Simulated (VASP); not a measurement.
## Sc2AlN3: single point with PBE

Sc2AlN3:

```
Sc Al N
1.0
     3.10213    0.00000    0.00000
    -1.55107    2.68652    0.00000
     0.00000    0.00000    7.54431
Sc Al N
2 1 3
Cartesian
  0.0000 1.7910 2.4513
  1.5511 0.8955 5.0930
  0.0000 0.0000 0.0000
  0.0000 1.7910 6.4096
  1.5511 0.8955 1.1347
  0.0000 0.0000 3.7722
```

| Item | Value |
| --- | --- |
| Program | VASP 6.6.1 |
| Task | single point |
| Functional | PBE |
| Potentials or basis | VASP PAW PBE potentials, release 64 (Sc_sv, Al, N) |
| Cutoff | 520 eV |
| k mesh | 12 × 12 × 6 |
| Occupations | gaussian, width 0.02 eV |
| Spin | no spin polarisation |
| Dipole correction | no |
| Further INCAR settings | ALGO = Normal; EDIFF = 1e-06; NBANDS = 29 |

The pressure is 0.7 GPa and the largest force is 0.068 eV/Å. The band gap on the k mesh is 0.40 eV, indirect (least direct gap 1.85 eV).

Forces on the atoms (eV/Å):
```
Sc   0.000  0.000  0.000
Sc   0.000  0.000  0.000
Al   0.000  0.000  0.000
N    0.000  0.000  0.068
N    0.000  0.000 -0.068
N    0.000  0.000  0.000
```

Levels at points of the mesh, in eV from the valence-band top:
```tsv
k point	band 18	band 19	band 20	band 21	band 22	band 23
(0.00, 0.00, 0.00)	-0.25	-0.25	0.00	2.56	2.84	2.84
(0.50, 0.00, 0.00)	-1.69	-1.56	-1.45	0.40	3.16	5.03
(0.00, 0.00, 0.50)	-1.33	-0.58	-0.58	2.70	2.95	2.95
(0.50, 0.00, 0.50)	-2.48	-1.69	-1.01	1.25	2.52	5.03
```

Run time: 65 s on 1 thread of Intel(R) Xeon(R) 6975P-C (Granite Rapids) (shared host), peak memory 0.28 GiB.

A k mesh can miss the band edges.
